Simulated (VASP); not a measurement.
# Si8C6N (a cell with a defect) in VASP: a series of runs

Si8C6N (a cell with a defect) is run at these levels: PBEsol; tasks: single point.

Program: VASP 6.6.1. These are calculated values, not measurements. Logs are shortened: lines on timing, memory, paths and dates and some standing lists are left out, and cuts for length are marked.

### 1 The cell of the first run

The cell holds a defect, 15 atoms: a = 6.152 Å, b = 5.328 Å, c = 5.048 Å, α = 90.00°, β = 90.00°, γ = 90.00°.

### 2 Single point, PBEsol

Input file INCAR:

```
SYSTEM = Si8C6N
PREC = Accurate ; ENCUT = 520
EDIFF = 1E-6 ; ISMEAR = 0
SIGMA = 0.02 ; LREAL = Auto
LASPH = .True. ; NELM = 60
ALGO = Normal ; ISIF = 2
LWAVE = .False. ; LCHARG = .True.
GGA = PS ; LELF = .True.
LVHAR = .True. ; NBANDS = 44
NELECT = 60.0
```

Input file KPOINTS:

```
regular mesh
0
Gamma
  2 3 3
  0 0 0
```

Input file POSCAR:

```
Si8C6N
1.0
   -3.0760000000     -5.3277880000      0.0000000000
    4.6140000000     -2.6638940000      0.0000000000
    0.0000000000      0.0000000000      5.0480000000
Si C N
8 6 1
Direct
    0.4984151238      0.3273948840      0.0028961457
    0.5023049689      0.6659847220      0.5030988373
    0.2491950100      0.8306692670      0.0061845158
    0.2518420225      0.1722533250      0.5082468292
    0.0021752785      0.3291379220      0.0052305599
   -0.0011037538      0.6773500905      0.5100616913
    0.7458156230      0.8271378377     -0.0005454594
    0.7573564978      0.1663876704      0.5060951263
    0.5024791751      0.3265607790      0.3783474348
    0.4932668293      0.6613926559      0.8813939722
    0.2497457817      0.1598575710      0.8808646547
    0.0043758949      0.3379955586      0.3804993095
    0.0022198437      0.6638194826      0.8883975890
    0.7506134934      0.1614087400      0.8828293029
    0.2518785112      0.8403568940      0.3790575909
```

Potentials or basis: VASP PAW PBE potentials, release 64 (Si, C, N).

Command:

```bash
$ cat potpaw_PBE.64/Si/POTCAR potpaw_PBE.64/C/POTCAR potpaw_PBE.64/N/POTCAR > POTCAR
$ mpirun -np 1 vasp_std > vasp.out
```

OUTCAR:

```text
SYSTEM = Si8C6N
   PREC = Accurate
   ENCUT = 520
   EDIFF = 1E-6
   ISMEAR = 0
   LREAL = Auto
   LASPH = .True.
   NELM = 60
   ISIF = 2
   GGA = PS
   NELECT = 60.0

 ion  position               nearest neighbor table
   1  0.498  0.327  0.003-  11 1.88  10 1.88  14 1.89   9 1.90   4 3.04   5 3.05   3 3.06   7 3.07
                             7 3.07   4 3.08   3 3.09   8 3.09   5 3.10   2 3.10   2 3.10   8 3.12
   2  0.502  0.666  0.503-  15 1.90  10 1.91   9 1.91   7 3.04   4 3.05   6 3.06   7 3.07   3 3.08
                             8 3.09   8 3.09   6 3.10   1 3.10   1 3.10   3 3.11   4 3.11
   3  0.249  0.831  0.006-  13 1.86  10 1.86  11 1.86  15 1.88   6 3.05   7 3.06   1 3.06   5 3.06
                             5 3.07   2 3.08   6 3.08   1 3.09   7 3.10   4 3.10   2 3.11   4 3.12
   4  0.252  0.172  0.508-   9 1.87  12 1.87  11 1.88  15 1.88   1 3.04   8 3.04   2 3.05   5 3.06
                             6 3.06   1 3.08   5 3.08   3 3.10   2 3.11   6 3.11   8 3.11   3 3.12
   5  0.002  0.329  0.005-  11 1.88  13 1.88  14 1.89  12 1.89   1 3.05   4 3.06   3 3.06   8 3.06
                             8 3.07   3 3.07   4 3.08   7 3.09   1 3.10   7 3.11   6 3.11
   6  0.999  0.677  0.510-  15 1.90  13 1.91  12 1.92   8 3.00   7 3.03   3 3.05   2 3.06   4 3.06
                             3 3.08   2 3.10   8 3.10   4 3.11   5 3.11   7 3.12
   7  0.746  0.827  0.999-  14 1.88  10 1.88  13 1.89   6 3.03   2 3.04   3 3.06   1 3.07   1 3.07
                             2 3.07   8 3.08   5 3.09   3 3.10   5 3.11   6 3.12   8 3.13
   8  0.757  0.166  0.506-  12 1.88   9 1.90  14 1.90   6 3.00   4 3.04   5 3.06   5 3.07   7 3.08
                             2 3.09   1 3.09   2 3.09   6 3.10   4 3.11   1 3.12   7 3.13
   9  0.502  0.327  0.378-   4 1.87   1 1.90   8 1.90   2 1.91
  10  0.493  0.661  0.881-   3 1.86   1 1.88   7 1.88   2 1.91
  11  0.250  0.160  0.881-   3 1.86   1 1.88   5 1.88   4 1.88
  12  0.004  0.338  0.380-   4 1.87   8 1.88   5 1.89   6 1.92
  13  0.002  0.664  0.888-   3 1.86   5 1.88   7 1.89   6 1.91
  14  0.751  0.161  0.883-   7 1.88   1 1.89   5 1.89   8 1.90
  15  0.252  0.840  0.379-   3 1.88   4 1.88   6 1.90   2 1.90

  LATTYP: Found a simple orthorhombic cell.
 ALAT       =     5.0480000000
 B/A-ratio  =     1.0554255573
 C/A-ratio  =     1.2187004267

  Lattice vectors:

 A1 = (   0.0000000000,   0.0000000000,  -5.0480000000)
 A2 = (   4.6140000000,  -2.6638940000,   0.0000000000)
 A3 = (  -3.0760000000,  -5.3277880000,   0.0000000000)

Analysis of symmetry for initial positions (statically):
=====================================================================
 Subroutine PRICEL returns:
 Original cell was already a primitive cell.

 Routine SETGRP: Setting up the symmetry group for a
 simple orthorhombic supercell.

[... 152 lines left out ...]
  Thomas-Fermi vector in A             =   2.303931
   LORBIT       =      0    0 simple, 1 ext, 2 COOP (PROOUT), +10 PAW based schemes
   GGA     = PS    functional components
   LHFCALC =     F    Hartree Fock is set to
   AEXX    =    0.0000 exact exchange contribution
   IVDW    =     0    specifies the selected vdW correction
   LEPSILON=     F    determine dielectric tensor
   LRPA    =     F    only Hartree local field effects (RPA)
 non-spin polarized calculation
 Gauss-broadening in eV      SIGMA  =   0.02
  energy-cutoff  :      520.00
  volume of cell :      165.46
 maximum number of plane-waves:      4468
 NGX is ok and might be reduce to    48
   NGX = 23   NGY = 19   NGZ = 19

 number of electron      59.9999998 magnetization

 Free energy of the ion-electron system (eV)
  ---------------------------------------------------
  ext. energy  EPLUGINS =         0.00000000
  ---------------------------------------------------
  free energy    TOTEN  =      -122.58185891 eV

  energy without entropy =     -122.58185891  energy(sigma->0) =     -122.58185891

 E-fermi :   9.3670     XC(G=0): -11.2469

 val. band max:        9.2949822421   @ k =   0.0000   0.0000   0.0000
 cond. band min:       9.4408541141   @ k =   0.5000   0.3333   0.0000
 fundamental gap:      0.1458718720
 Fermi energy:         9.3670030254

 k-point     1 :       0.0000    0.0000    0.0000
  band No.  band energies     occupation
      1      -8.8514      2.00000
      2      -6.4737      2.00000
      3      -4.6634      2.00000
      4      -4.3122      2.00000
      5      -3.7936      2.00000
      6      -3.2820      2.00000
[... 439 lines left out ...]
     41      14.1326      0.00000
     42      14.4846      0.00000
 [bands above 42 left out]

------------------------ aborting loop because EDIFF is reached ----------------------------------------

  FORCE on cell =-STRESS in cart. coord.  units (eV):
  Direction    XX          YY          ZZ          XY          YZ          ZX
  --------------------------------------------------------------------------------------
  -------------------------------------------------------------------------------------
  Total      -17.2138167    -12.2598836    -16.7778008      0.7988016     -0.6482559     -0.9643582
  in kB     -166.6883120   -118.7173845   -162.4661945      7.7351176     -6.2773225     -9.3382688
  external PRESSURE =    -149.2906304 kB  Pullay stress =       0.0000000 kB

 VOLUME and BASIS-vectors are now :
 -----------------------------------------------------------------------------
  energy-cutoff  :      520.00
  volume of cell :      165.46
      direct lattice vectors                 reciprocal lattice vectors
    -3.076000000 -5.327788000  0.000000000    -0.081274382 -0.140771367  0.000000000
     4.614000000 -2.663894000  0.000000000     0.162548765 -0.093847578  0.000000000
     0.000000000  0.000000000  5.048000000     0.000000000  0.000000000  0.198098257

 POSITION                                       TOTAL-FORCE (eV/Angst)
 -----------------------------------------------------------------------------------
     -0.02252     -3.52760      0.01462        -0.001536     -0.003869     -0.001448
      1.52776     -4.45029      2.53964        -0.000638     -0.008762      0.002228
      3.06618     -3.54047      0.03122         0.006358     -0.004993      0.000140
      0.02011     -1.80063      2.56563         0.003648     -0.002288      0.007218
      1.51195     -0.88838      0.02640        -0.000736      0.004164     -0.002041
      0.05269     -7.12630      2.57479         0.005859      0.003783      0.001272
      1.52229     -6.17696      5.04525        -0.011424      0.008193      0.017297
     -1.56192     -4.47827      2.55477        -0.008221      0.004921      0.005380
     -0.03887     -3.54703      1.90990        -0.008554      0.003888     -0.012351
      1.53438     -4.38990      4.44928         0.004580      0.010539     -0.000938
     -0.03064     -1.75644      4.44660        -0.005152      0.005194     -0.005907
      1.54605     -0.92370      1.92076        -0.001099     -0.003202     -0.010794
      3.05603     -1.78017      4.48463        -0.003601     -0.003955     -0.001822
     -1.56415     -4.42909      4.45652         0.015406     -0.009209      0.002030
      3.10263     -3.58058      1.91348         0.005111     -0.004404     -0.000264
 -----------------------------------------------------------------------------------
    total drift:                                0.008144     -0.002501     -0.004745

  FREE ENERGIE OF THE ION-ELECTRON SYSTEM (eV)
  ---------------------------------------------------
  free  energy   TOTEN  =      -122.5818589082 eV

  energy  without entropy=     -122.5818589052  energy(sigma->0) =     -122.58185891
```

OSZICAR:

```text
N       E                     dE             d eps       ncg     rms          rms(c)
DAV:   1     0.155936399641E+03    0.15594E+03   -0.27067E+04   880   0.122E+03
DAV:   2    -0.116387663092E+03   -0.27232E+03   -0.25950E+03  1092   0.218E+02
DAV:   3    -0.134356947048E+03   -0.17969E+02   -0.17788E+02  1112   0.538E+01
DAV:   4    -0.134695581672E+03   -0.33863E+00   -0.33740E+00  1136   0.815E+00
DAV:   5    -0.134702438419E+03   -0.68567E-02   -0.68498E-02  1136   0.108E+00    0.227E+01
DAV:   6    -0.122889531411E+03    0.11813E+02   -0.36993E+01  1040   0.208E+01    0.103E+01
DAV:   7    -0.122679517500E+03    0.21001E+00   -0.41089E+00  1136   0.744E+00    0.454E+00
DAV:   8    -0.122598013816E+03    0.81504E-01   -0.29817E-01  1056   0.220E+00    0.171E+00
DAV:   9    -0.122582040890E+03    0.15973E-01   -0.39927E-02  1136   0.925E-01    0.254E-01
DAV:  10    -0.122581721327E+03    0.31956E-03   -0.33605E-03  1152   0.320E-01    0.170E-01
DAV:  11    -0.122581914616E+03   -0.19329E-03   -0.17544E-03  1128   0.161E-01    0.807E-02
DAV:  12    -0.122581855659E+03    0.58957E-04   -0.41642E-04  1280   0.111E-01    0.347E-02
DAV:  13    -0.122581861551E+03   -0.58918E-05   -0.11717E-04  1032   0.448E-02    0.166E-02
DAV:  14    -0.122581858434E+03    0.31167E-05   -0.23950E-05  1072   0.217E-02    0.545E-03
DAV:  15    -0.122581858908E+03   -0.47383E-06   -0.43207E-06   904   0.963E-03
   1 F= -.12258186E+03 E0= -.12258186E+03  d E =-.296563E-08
```

stdout:

```text
POSCAR found type information on POSCAR SiC N
 POSCAR found :  3 types and      15 ions
 scaLAPACK will be used
 -----------------------------------------------------------------------------
|                                                                             |
|                                                                             |
|     You enforced a specific xc type in the INCAR file but a different       |
|     I HOPE YOU KNOW WHAT YOU ARE DOING!                                     |
|                                                                             |
 -----------------------------------------------------------------------------

 LDA part: xc-table for (Slater+PW92), standard interpolation
 POSCAR, INCAR and KPOINTS ok, starting setup
 FFT: planning ... GRIDC
 FFT: planning ... GRID_SOFT
 FFT: planning ... GRID
 WAVECAR not read
 entering main loop
 the old and the new charge density differ
 old charge density:    61.00000 new   60.00000
    0.227E+01
```

Wall time 39 s (1 thread of Intel Xeon 6975P-C (Granite Rapids), shared host); peak memory 0.28 GiB.

Results:

- Free energy: -122.5819 eV
- Largest force: 0.022 eV/Å

Forces in eV/Å, atoms in the order of the input:
```
Si  -0.002 -0.004 -0.001
Si  -0.001 -0.009  0.002
Si   0.006 -0.005  0.000
Si   0.004 -0.002  0.007
Si  -0.001  0.004 -0.002
Si   0.006  0.004  0.001
Si  -0.011  0.008  0.017
Si  -0.008  0.005  0.005
C   -0.009  0.004 -0.012
C    0.005  0.011 -0.001
C   -0.005  0.005 -0.006
C   -0.001 -0.003 -0.011
C   -0.004 -0.004 -0.002
C    0.015 -0.009  0.002
N    0.005 -0.004  0.000
```

Caveat: the k points lie up to 0.51 Å⁻¹ apart; the cell carries a net charge on a neutralising background, which shifts energy and pressure; the cell is charged against a uniform background, so pressure and absolute levels hang on convention; the PAW data sets were made with another functional, which shifts forces and pressure a little.

### 3 Single point, PBEsol

Input file INCAR:

```
SYSTEM = Si8C6N
  PREC = Accurate
  ENCUT = 520
  EDIFF = 1E-6
  ISMEAR = 0
  SIGMA = 0.02
  LREAL = Auto
  LASPH = .True.
  NELM = 80
  ALGO = Normal
  ISIF = 2
  LWAVE = .False.
  LCHARG = .True.
  GGA = PS
  LELF = .True.
  LVHAR = .True.
  NBANDS = 44
  NELECT = 60.0
```

Input file KPOINTS:

```
Automatic mesh
0
Gamma
  2 3 3
  0 0 0
```

Input file POSCAR:

```
Si8C6N
1.0
   -3.0759998770     -5.3277880710      0.0000000000
    4.6139999385     -2.6638941065      0.0000000000
    0.0000000000      0.0000000000      5.0480000000
Si C N
8 6 1
Direct
    0.5019632520      0.3294324928      0.0026781412
    0.4988773848      0.6724240577      0.5059357713
    0.2500000000      0.8292443830     -0.0011372144
    0.2500000000      0.1674562259      0.5036856435
   -0.0019632520      0.3294324928      0.0026781412
    0.0011226152      0.6724240577      0.5059357713
    0.7500000000      0.8321194896      0.0050887254
    0.7500000000      0.1734918879      0.5070973058
    0.5010829615      0.3334388659      0.3777847092
    0.5043145533      0.6640589319      0.8843506919
    0.2500000000      0.1627857099      0.8806102439
   -0.0010829615      0.3334388659      0.3777847092
   -0.0043145533      0.6640589319      0.8843506919
    0.7500000000      0.1611416338      0.8797149725
   -0.2500000000      0.8417188833      0.3784416963
```

Potentials or basis: VASP PAW PBE potentials, release 64 (Si, C, N).

Command:

```bash
$ cat potpaw_PBE.64/Si/POTCAR potpaw_PBE.64/C/POTCAR potpaw_PBE.64/N/POTCAR > POTCAR
$ mpirun -np 1 vasp_std > vasp.out
```

Run time: 39 s. Hardware: 1 thread of Intel Xeon 6975P-C (Granite Rapids), shared host; peak memory 0.28 GiB.

The run converged. Its results:

```
Free energy   : -122.5815 eV
Largest force : 0.040 eV/Å
```

Forces on the atoms (eV/Å):
```
Si   0.027 -0.003 -0.015
Si   0.012  0.008  0.002
Si  -0.011  0.007  0.004
Si  -0.002  0.001  0.002
Si   0.016 -0.022 -0.015
Si  -0.001 -0.014  0.002
Si  -0.022  0.013  0.031
Si   0.005 -0.003 -0.003
C   -0.011  0.002  0.013
C   -0.018 -0.019  0.005
C    0.009 -0.005  0.005
C   -0.008  0.009  0.013
C    0.007  0.025  0.005
C    0.002 -0.001 -0.027
N   -0.006  0.003 -0.021
```

Levels at points of the mesh, in eV from the Fermi level:
```tsv
k point	band 26	band 27	band 28	band 29	band 30	band 31	band 32	band 33	band 34	band 35
(0.00, 0.00, 0.00)	-3.27	-2.88	-2.30	-2.01	-0.07	0.67	0.72	1.38	1.83	2.14
(0.50, 0.00, 0.00)	-3.58	-3.01	-2.81	-2.64	-1.23	0.40	0.68	1.19	1.63	3.98
```

Caveat: the k points lie up to 0.51 Å⁻¹ apart; the cell carries a net charge on a neutralising background, which shifts energy and pressure; the cell is charged against a uniform background, so pressure and absolute levels hang on convention; the PAW data sets were made with another functional, which shifts forces and pressure a little.

(Continued in part 2 of 2.)
